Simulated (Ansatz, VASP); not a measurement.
BN: VASP beside Ansatz

```
N B
1.0
     0.00000    1.81300    1.81300
     1.81300    0.00000    1.81300
     1.81300    1.81300    0.00000
N B
1 1
Cartesian
  0.9065 0.9065 0.9065
  0.0000 0.0000 0.0000
```

Alike in both runs: task relaxation of cell and atoms; functional LDA; k mesh 13 × 13 × 13; occupations fermi-dirac, width 0.05 eV; no spin polarisation.

```csv
,VASP,Ansatz
version,VASP 6.6.1,Ansatz 0.2.0
potentials or method,"VASP PAW LDA potentials, release 64 (N, B)",Ansatz PAW
plane-wave cutoff (eV),600,420
valence electrons in the cell,8,8
```

|  | VASP | Ansatz | Ansatz less VASP |
| --- | --- | --- | --- |
| gap on the k mesh at the Fermi level, each at its own relaxed structure (eV) | 4.45 | 4.47 | +0.016 |
| relaxed volume (Å³/atom) | 5.75 | 5.74 | -0.011 |
| relaxed cell length with the largest relative difference (Å) | 2.533 | 2.532 | -0.0016 |

LDA's correlation is that of Perdew and Zunger in VASP and of Perdew and Wang (1992) in Ansatz.

Noted on Ansatz's run: Pulay correction over one GPa; odd divisions of the mesh miss points on the zone boundary, where band edges often lie, so the gap on the mesh can be too wide; the plane-wave basis is chosen anew once the cell has moved, so the energies of steps on either side of that aren't comparable.
